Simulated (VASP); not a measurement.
Write the native input for VASP 6.6.1 that does the following.

```yaml
Task: single point
Functional: LDA
Potentials_or_basis: VASP PAW LDA potentials, release 64 (Cu, I)
Cutoff: 600 eV
k_mesh: 8 × 8 × 8
Occupations: gaussian, width 0.02 eV
Spin: no spin polarisation
Dipole_correction: no
Further_INCAR_settings: ALGO = Normal; EDIFF = 1e-06; NBANDS = 16
```

The structure of CuI lies in POSCAR:

```
CuI
1.0
    0.0000000000      2.9308021272      2.9308021272
    2.9308021272      0.0000000000      2.9308021272
    2.9308021272      2.9308021272      0.0000000000
Cu I
1 1
Direct
    0.0000000000      0.0000000000      0.0000000000
    0.2500000000      0.2500000000      0.2500000000
```

One way to write it, as run:

INCAR

```
SYSTEM = CuI
PREC = Accurate
ENCUT = 600
EDIFF = 1E-6
ISMEAR = 0
SIGMA = 0.02
LREAL = .FALSE.
LASPH = .TRUE.
NELM = 120
ALGO = Normal
ISIF = 2
LWAVE = .FALSE.
LCHARG = .FALSE.
GGA = CA
NBANDS = 16
GGA_COMPAT = .FALSE.
```

KPOINTS

```
regular mesh
0
G
  8 8 8
  0 0 0
```

Potentials or basis: VASP PAW LDA potentials, release 64 (Cu, I).

The run is started by

```sh
$ cat potpaw_LDA.64/Cu/POTCAR potpaw_LDA.64/I/POTCAR > POTCAR
$ mpirun -np 1 vasp_std > vasp.out
```

It gave:

```json
{"Pressure": "0.2 GPa", "Band gap on the k mesh": "1.29 eV"}
```

Caveat: spin-orbit coupling is left out, which moves the levels of the heavy elements.

It took 14 s on 1 thread of Intel(R) Xeon(R) 6975P-C (Granite Rapids) (shared host), peak memory 0.18 GiB.
